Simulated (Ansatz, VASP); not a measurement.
**MoS2: VASP beside Ansatz**

Contents of INCAR:

```
PREC = Accurate
ENCUT = 520
EDIFF = 1E-6
ISMEAR = -1
SIGMA = 0.02
LREAL = F
LASPH = T
NELM = 150
ALGO = Normal
ISIF = 2
LWAVE = F
LCHARG = F
LNONCOLLINEAR = T
MAGMOM = 0 0 0 0 0 0 0 0 0 0 0 0 0 0 0 0 0 0
LORBIT = 11
LSORBIT = T
GGA_COMPAT = F
LORBMOM = T
LMAXMIX = 4
GGA = PE
NBANDS = 68
```

File KPOINTS:

```
regular mesh
0
Gamma
  12 12 2
```

The input POSCAR:

```
MoS2
1.0
    3.1730194991      0.0000000000      0.0000000000
   -1.5865097496      2.7479154930      0.0000000000
    0.0000000000      0.0000000000     12.4359058611
Mo S
2 4
Direct
    0.3333333333      0.6666666667      0.2500000000
    0.6666666667      0.3333333333      0.7500000000
    0.3333333333      0.6666666667      0.6249005404
    0.6666666667      0.3333333333      0.1249005404
    0.3333333333      0.6666666667      0.8750994596
    0.6666666667      0.3333333333      0.3750994596
```

Input for Ansatz:

```yaml
crystal:
  lattice:
    - [3.1730194991, 0.0, 0.0]
    - [-1.5865097496, 2.747915493, 0.0]
    - [0.0, 0.0, 12.4359058611]
  atoms:
    - { symbol: Mo, position: [0.3333333333, 0.6666666667, 0.25] }
    - { symbol: Mo, position: [0.6666666667, 0.3333333333, 0.75] }
    - { symbol: S, position: [0.3333333333, 0.6666666667, 0.6249005404] }
    - { symbol: S, position: [0.6666666667, 0.3333333333, 0.1249005404] }
    - { symbol: S, position: [0.3333333333, 0.6666666667, 0.8750994596] }
    - { symbol: S, position: [0.6666666667, 0.3333333333, 0.3750994596] }
kpoints:
  mp_grid: { grid: [12, 12, 2] }
  band_path:
    path:
      - [0.0, 0.0, 0.0]
      - [0.5, 0.0, 0.0]
      - [0.3333333333, 0.3333333333, 0.0]
      - [0.0, 0.0, 0.5]
      - [0.5, 0.0, 0.5]
      - [0.3333333333, 0.3333333333, 0.5]
      - [0.177083, 0.177083, 0.0]
    npoints: 1
hamiltonian:
  xc: pbe
scf:
  occupations: { method: fermi_dirac, width: 0.02 }
  n_extra_bands: 10
magnetization:
  noncollinear: true
  spin_orbit: true
output:
  forces: true
  stress: true
  eigenvalues: true
```

Alike in both runs: task single point; functional PBE; k mesh 12 × 12 × 2; occupations fermi-dirac, width 0.02 eV; non-collinear spin, spin-orbit coupling.

|  | VASP | Ansatz |
| --- | --- | --- |
| version | VASP 6.6.1 | Ansatz 0.2.0 |
| potentials or method | VASP PAW PBE potentials, release 64 (Mo_sv, S) | plane waves, PAW |
| plane-wave cutoff (eV) | 520 | 420 |
| valence electrons in the cell | 52 | 52 |

```csv
,VASP,Ansatz,Ansatz less VASP
pressure (GPa),2.3,2.4,+0.12
"traceless stress, the component that is largest in VASP (GPa)",0.89,0.93,+0.043
rms of the force components (eV/Å),0.047,0.053,+0.0054
net moment per atom (μB),0.00,0.00,0.000
```

Atom by atom the forces differ by 0.005 eV/Å (rms over components).
